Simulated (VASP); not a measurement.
Write the native input for VASP 6.6.1 that does the following.

- Task: relaxation of cell and atoms
- Functional: PBE
- Potentials or basis: VASP PAW PBE potentials, release 64 (Hg, S)
- Cutoff: 600 eV
- k mesh: 8 × 8 × 8
- Occupations: gaussian, width 0.1 eV
- Spin: no spin polarisation
- Dipole correction: no
- Further INCAR settings: ALGO = Normal; EDIFF = 1e-06; IBRION = 2; EDIFFG = -0.01; NSW = 100; ISIF = 3

The structure of Hg2S lies in POSCAR:

```
Hg2S
1.0
    0.0000000000      4.9423145813      4.9423145813
    4.9423145813      0.0000000000      4.9423145813
    4.9423145813      4.9423145813      0.0000000000
Hg S
4 2
Direct
    0.8537658136      0.4387025592      0.8537658136
    0.8537658136      0.8537658136      0.8537658136
    0.4387025592      0.8537658136      0.8537658136
    0.8537658136      0.8537658136      0.4387025592
    0.5000000000      0.5000000000      0.5000000000
    0.0000000000      0.0000000000      0.0000000000
```

The cell was generated, and may not be a known phase.

The input as run:

INCAR

```
PREC = Accurate ; ENCUT = 600
EDIFF = 1E-6 ; ISMEAR = 0
SIGMA = 0.1 ; LREAL = F
LASPH = T ; NELM = 80
ALGO = Normal ; ISIF = 3
LWAVE = F ; LCHARG = F
GGA = PE ; IBRION = 2
NSW = 100 ; EDIFFG = -0.01
```

KPOINTS

```
Automatic mesh
0
Gamma
  8 8 8
```

Potentials or basis: VASP PAW PBE potentials, release 64 (Hg, S).

Run with:

```sh
$ cat potpaw_PBE.64/Hg/POTCAR potpaw_PBE.64/S/POTCAR > POTCAR
$ mpirun -np 1 vasp_std > vasp.out
```

It gave:

- Relaxed volume: 40.76 Å³/atom
- Relaxed cell: a = 7.019 Å, b = 7.019 Å, c = 7.019 Å, α = 60.00°, β = 60.00°, γ = 60.00°
- Space group after relaxing (to 0.1 Å): F-43m (No. 216)
- Energy gained by relaxing: 0.4 meV/atom
- Ionic steps: 7
- Pressure after relaxing: 0.0 GPa
- Band gap on the k mesh: zero (bands 30 and 31 overlap by 0.37 eV)

Caveat: semilocal functionals underestimate gaps, and a narrow one can read as zero; spin-orbit coupling is left out, which moves the levels of the heavy elements.

Wall time 16 min on 1 thread of AMD EPYC 9R45 96-Core Processor (Zen 5), with other jobs on the host, peak memory 0.55 GiB.
